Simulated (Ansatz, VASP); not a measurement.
P: VASP beside Ansatz

```
P
1.0
     3.15448    0.00000    0.00000
     0.00000   33.29413    0.00000
     0.00000    0.00000    4.42640
P
4
Direct
  0.00000 0.96783 0.57950
  0.00000 0.03217 0.42050
  0.50000 0.03217 0.07950
  0.50000 0.96783 0.92050
```

Alike in both runs: task single point; functional PBE; k mesh 8 × 1 × 6; occupations gaussian, width 0.02 eV; no spin polarisation.

```csv
,VASP,Ansatz
version,VASP 6.6.1,Ansatz 0.2.0
potentials or method,"VASP PAW PBE potentials, release 64 (P), cutoff 520 eV","scalar-relativistic, plane waves, PAW"
valence electrons in the cell,20,20
```

Ansatz gave:

| Item | Value |
| --- | --- |
| gap on the k mesh at the Fermi level (eV) | 0.45 |
| least direct gap on the mesh (eV) | 0.45 |
| rms of the force components (eV/Å) | 0.004 |

Q: Which values does VASP return?

A: gap on the k mesh at the Fermi level (eV): 0.46; least direct gap on the mesh (eV): 0.46; rms of the force components (eV/Å): 0.034.

Atom by atom the forces differ by 0.035 eV/Å (rms over components).
